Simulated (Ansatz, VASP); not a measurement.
**One calculation of W, two programs**

Contents of INCAR:

```
PREC = Accurate ; ENCUT = 520
EDIFF = 1E-7 ; ISMEAR = 0
SIGMA = 0.15 ; LREAL = F
LASPH = T ; NELM = 100
ALGO = Normal ; ISIF = 2
LWAVE = F ; LCHARG = F
GGA = PS ; NBANDS = 13
```

KPOINTS

```
Automatic mesh
0
Gamma
  20 20 20
```

POSCAR

```
W
1.0
    0.0000000000      1.8676000000      2.1924000000
    1.8676000000      0.0000000000      2.1924000000
    1.8676000000      1.8676000000      0.0000000000
W
1
Direct
    0.0000000000      0.0000000000      0.0000000000
```

Input for Ansatz:

```yaml
crystal:
  lattice:
    - [0.0, 1.8676, 2.1924]
    - [1.8676, 0.0, 2.1924]
    - [1.8676, 1.8676, 0.0]
  atoms:
    - { symbol: W, position: [0.0, 0.0, 0.0] }
basis:
  ecutwfc: 420
kpoints:
  mp_grid: { grid: [20, 20, 20] }
hamiltonian:
  xc: pbesol
scf:
  occupations: { method: gaussian, width: 0.15 }
output:
  forces: true
  stress: true
  eigenvalues: true
```

Change from the starting cell: strain -0.080 along x and y, +0.080 along z, atoms carried along.

Alike in both runs: task single point; functional PBEsol; k mesh 20 × 20 × 20; occupations gaussian, width 0.15 eV; no spin polarisation.

```csv
,VASP,Ansatz
version,VASP 6.6.1,Ansatz 0.2.0
potentials or method,"VASP PAW PBE potentials, release 64 (W_sv), cutoff 520 eV","scalar-relativistic, plane waves, PAW"
valence electrons in the cell,14,14
```

VASP gave:

| Property | Result |
| --- | --- |
| gap on the k mesh at the Fermi level (eV) | none |
| pressure (GPa) | 16.2 |
| traceless stress, the component that is largest in VASP (GPa) | 1.69 |

What did Ansatz give for the same quantities?

gap on the k mesh at the Fermi level (eV): none; pressure (GPa): 15.3; traceless stress, the component that is largest in VASP (GPa): 1.82.

VASP's potentials were made for PBE, not for PBEsol. A gap of «none» marks a metal or a gap that the smearing closes. With one functional, cell and mesh, what is left measures potentials, basis and numerics.

Neither program's run includes spin-orbit coupling.
